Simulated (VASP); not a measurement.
# TaN (P-6m2) in VASP: a series of runs, part 2 of 2

VASP 6.6.1.

## Step 3: Relaxation of cell and atoms, PBEsol

This run uses another cell than the first one, of 10.78 Å³/atom, 1.014 times its volume.

INCAR reads:

```
SYSTEM = TaN
PREC     = Accurate       ! precision mode
ENCUT    = 600            ! plane-wave cutoff, eV
EDIFF    = 1E-6           ! SCF threshold, eV
ISMEAR   = 0              ! smearing method
SIGMA    = 0.05           ! smearing width, eV
LREAL    = .FALSE.        ! projectors in reciprocal space
LASPH    = .TRUE.         ! aspherical terms in the spheres
NELM     = 100            ! most SCF steps
ALGO     = Normal         ! electronic algorithm
ISIF     = 3              ! what is computed and relaxed
LWAVE    = .FALSE.        ! write WAVECAR
LCHARG   = .FALSE.        ! write CHGCAR
GGA      = PS             ! functional
IBRION   = 2              ! ionic algorithm
NSW      = 80             ! ionic steps
EDIFFG   = -0.01          ! ionic threshold
```

KPOINTS reads:

```
regular mesh
0
G
  10 10 9
  0 0 0
```

POSCAR reads:

```
TaN
1.0
    2.9380000000      0.0000000000      0.0000000000
   -1.4690000000      2.5443826400      0.0000000000
    0.0000000000      0.0000000000      2.8830000000
Ta N
1 1
Direct
    0.3333333333      0.6666666667      0.5000000000
    0.0000000000      0.0000000000      0.0000000000
```

Potentials or basis: VASP PAW PBE potentials, release 64 (Ta_pv, N).

Started as:

```
cat potpaw_PBE.64/Ta_pv/POTCAR potpaw_PBE.64/N/POTCAR > POTCAR
mpirun -np 1 vasp_std > vasp.out
```

OUTCAR:

```text
SYSTEM = TaN
   PREC = Accurate
   ENCUT = 600
   EDIFF = 1E-6
   ISMEAR = 0
   LREAL = .FALSE.
   LASPH = .TRUE.
   NELM = 100
   ISIF = 3
   GGA = PS
   IBRION = 2
   NSW = 80
   EDIFFG = -0.01

 ion  position               nearest neighbor table
   1  0.333  0.667  0.500-   2 2.23   2 2.23   2 2.23   2 2.23   2 2.23   2 2.23
   2  0.000  0.000  0.000-   1 2.23   1 2.23   1 2.23   1 2.23   1 2.23   1 2.23

  LATTYP: Found a hexagonal cell.
 ALAT       =     2.9380000000
 C/A-ratio  =     0.9812797822

  Lattice vectors:

 A1 = (   2.9380000000,   0.0000000000,   0.0000000000)
 A2 = (  -1.4690000000,   2.5443826400,   0.0000000000)
 A3 = (   0.0000000000,   0.0000000000,   2.8830000000)

Analysis of symmetry for initial positions (statically):
=====================================================================
 Subroutine PRICEL returns:
 Original cell was already a primitive cell.

 Routine SETGRP: Setting up the symmetry group for a
 hexagonal supercell.

 Subroutine GETGRP returns: Found 12 space group operations
 (whereof 12 operations were pure point group operations)
 out of a pool of 24 trial point group operations.

The static configuration has the point symmetry D_3h.

Analysis of symmetry for dynamics (positions and initial velocities):
=====================================================================
 Subroutine PRICEL returns:
 Original cell was already a primitive cell.

 Routine SETGRP: Setting up the symmetry group for a
 hexagonal supercell.

 Subroutine GETGRP returns: Found 12 space group operations
 (whereof 12 operations were pure point group operations)
 out of a pool of 24 trial point group operations.

The dynamic configuration has the point symmetry D_3h.

[... 128 lines left out ...]
   LRPA    =     F    only Hartree local field effects (RPA)
 conjugate gradient relaxation of ions
 non-spin polarized calculation
 Gauss-broadening in eV      SIGMA  =   0.05
  energy-cutoff  :      600.00
  volume of cell :       21.55
 maximum number of plane-waves:       729
 NGX is ok and might be reduce to    24
   NGX = 11   NGY = 11   NGZ = 11

--------------------------------------- Ionic step        1  -------------------------------------------

 number of electron      16.0000001 magnetization

 Free energy of the ion-electron system (eV)
  ---------------------------------------------------
  ext. energy  EPLUGINS =         0.00000000
  ---------------------------------------------------
  free energy    TOTEN  =       -23.80564729 eV

  energy without entropy =      -23.80564723  energy(sigma->0) =      -23.80564726

------------------------ aborting loop because EDIFF is reached ----------------------------------------

  FORCE on cell =-STRESS in cart. coord.  units (eV):
  Direction    XX          YY          ZZ          XY          YZ          ZX
  --------------------------------------------------------------------------------------
  -------------------------------------------------------------------------------------
  Total       -0.5601162     -0.5601162     -0.5779258      0.0000000      0.0000000      0.0000000
  in kB      -41.6399208    -41.6399210    -42.9639133      0.0000000      0.0000000      0.0000000
  external PRESSURE =     -42.0812517 kB  Pullay stress =       0.0000000 kB
[... 167 lines left out ...]
--------------------------------------- Ionic step        6  -------------------------------------------

 number of electron      16.0000000 magnetization

 Free energy of the ion-electron system (eV)
  ---------------------------------------------------
  ext. energy  EPLUGINS =         0.00000000
  ---------------------------------------------------
  free energy    TOTEN  =       -23.80901401 eV

  energy without entropy =      -23.80901396  energy(sigma->0) =      -23.80901399

 E-fermi :   8.2787     XC(G=0): -13.5708

 val. band max:        8.1316203451   @ k =   0.0000   0.0000   0.4444
 cond. band min:       8.4258219316   @ k =   0.0000   0.0000   0.3333
 fundamental gap:      0.2942015865
 Fermi energy:         8.2787002340

 k-point     1 :       0.0000    0.0000    0.0000
  band No.  band energies     occupation
      1     -26.5287      2.00000
      2     -26.2537      2.00000
      3     -26.2537      2.00000
      4      -9.6099      2.00000
      5       3.6063      2.00000
      6       3.6063      2.00000
      7       3.9338      2.00000
      8       5.2913      2.00000
      9      10.5286      0.00000
     10      11.8689      0.00000
     11      11.8689      0.00000
     12      12.2646      0.00000
[... 331 lines left out ...]
 k-point    24 :       0.4000    0.1000    0.1111
  band No.  band energies     occupation
      1     -27.2658      2.00000
      2     -26.5481      2.00000
      3     -26.4806      2.00000
      4      -7.2331      2.00000
      5       0.0784      2.00000
      6       2.7616      2.00000
      7       4.0157      2.00000
      8       5.9161      2.00000
      9      10.8248      0.00000
     10      11.8892      0.00000
     11      12.8341      0.00000
     12      14.1122      0.00000

 [... further k-points ...]
[... 5 lines left out ...]
  --------------------------------------------------------------------------------------
  -------------------------------------------------------------------------------------
  Total        0.0057834      0.0057834      0.0064117      0.0000000      0.0000000      0.0000000
  in kB        0.4351253      0.4351253      0.4823991      0.0000000      0.0000000      0.0000000
  external PRESSURE =       0.4508832 kB  Pullay stress =       0.0000000 kB
[... 17 lines left out ...]
  FREE ENERGIE OF THE ION-ELECTRON SYSTEM (eV)
  ---------------------------------------------------
  free  energy   TOTEN  =       -23.8090140085 eV

  energy  without entropy=      -23.8090139647  energy(sigma->0) =      -23.80901399

 reached required accuracy - stopping structural energy minimisation
```

CONTCAR:

```text
TaN
   1.00000000000000
     2.9257433541013218    0.0000000000000000    0.0000000000000000
    -1.4628716770506609    2.5337680732404988   -0.0000000000000000
    -0.0000000000000000   -0.0000000000000000    2.8725842336521259
  Ta              N
     1     1
Direct
     0.3333333332999970    0.6666666667000030    0.5000000000000000
     0.0000000000000000    1.0000000000000000    0.0000000000000000

  0.00000000E+00  0.00000000E+00  0.00000000E+00
  0.00000000E+00  0.00000000E+00  0.00000000E+00
```

Wall time 28 s (1 thread of Intel Xeon Platinum 8559C (Emerald Rapids), shared host); peak memory 0.17 GiB.

Results:

```yaml
Free_energy: -23.8090 eV
Relaxed_volume: 10.65 Å³/atom
Relaxed_cell: a = 2.926 Å, b = 2.926 Å, c = 2.873 Å, α = 90.00°, β = 90.00°, γ = 120.00°
Space_group_after_relaxing_to_0.05_Å: P-6m2 (No. 187)
Energy_gained_by_relaxing: 1.7 meV/atom
Ionic_steps: 6
Pressure_after_relaxing: 0.0 GPa
Band_gap_on_the_k_mesh: zero (band 8 reaches 8.43 eV, above the bottom of band 9 at 8.13 eV)
```

Step by step:
```tsv
step	energy change (eV)	largest force (eV/Å)	pressure (GPa)	volume (Å³)
1	0.0000	0.0000	-4.21	21.55
2	0.0182	0.0000	11.48	20.68
3	-0.0034	0.0000	-0.05	21.30
4	-0.0034	0.0000	0.03	21.30
5	-0.0034	0.0000	0.06	21.29
6	-0.0034	0.0000	0.05	21.29
```

Final structure:
```
CELL_PARAMETERS angstrom
2.92574 0.00000 0.00000
-1.46287 2.53377 0.00000
0.00000 0.00000 2.87258
ATOMIC_POSITIONS crystal
Ta 0.33333 0.66667 0.50000
N 0.00000 0.00000 0.00000
```

Levels at points of the mesh, in eV from the Fermi level:
```tsv
k point	band 6	band 7	band 8	band 9	band 10	band 11
(0.00, 0.00, 0.00)	-4.67	-4.34	-2.99	2.25	3.59	3.59
(0.50, 0.00, 0.00)	-5.32	-3.61	-3.24	2.97	4.06	5.22
```

Caveat: the PAW data sets were made with another functional, which shifts forces and pressure a little; spin-orbit coupling is left out, which moves the levels of the heavy elements.
